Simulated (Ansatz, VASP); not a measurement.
## One calculation of SnTe, two programs

```xyz
2
Lattice="0.0000 3.1565 3.1565 3.1565 0.0000 3.1565 3.1565 3.1565 0.0000" Properties=species:S:1:pos:R:3 pbc="T T T"
Sn    0.0000    0.0000    0.0000
Te    3.4091    3.4091    3.4091
```

Change from the starting cell: all Te atoms moved +0.438 Å, as atom 2 along Cartesian [1 1 1].

Alike in both runs: task single point; functional PBEsol; k mesh 10 × 10 × 10; occupations gaussian, width 0.03 eV; no spin polarisation.

|  | VASP | Ansatz |
| --- | --- | --- |
| version | VASP 6.6.1 | Ansatz 0.2.0 |
| potentials or method | VASP PAW PBE potentials, release 64 (Sn_d, Te), cutoff 520 eV | scalar-relativistic, plane waves, PAW |
| valence electrons in the cell | 20 | 30 |

|  | VASP | Ansatz | Ansatz less VASP |
| --- | --- | --- | --- |
| gap on the k mesh at the Fermi level (eV) | 0.44 | 0.42 | -0.014 |
| least direct gap on the mesh (eV) | 0.44 | 0.42 | -0.014 |
| pressure (GPa) | 1.9 | 1.9 | -0.02 |
| traceless stress, the component that is largest in VASP (GPa) | 0.12 | 0.14 | +0.016 |
| rms of the force components (eV/Å) | 0.455 | 0.446 | -0.0090 |

VASP's potentials were made for PBE, not for PBEsol. Atom by atom the forces differ by 0.009 eV/Å (rms over components). The functional is the same, so the differences come from potentials, cutoffs and numerics. VASP's potentials hold 20 valence electrons a cell and Ansatz's 30, so a difference there can come from the potentials and not from the codes.

Neither program's run includes spin-orbit coupling.
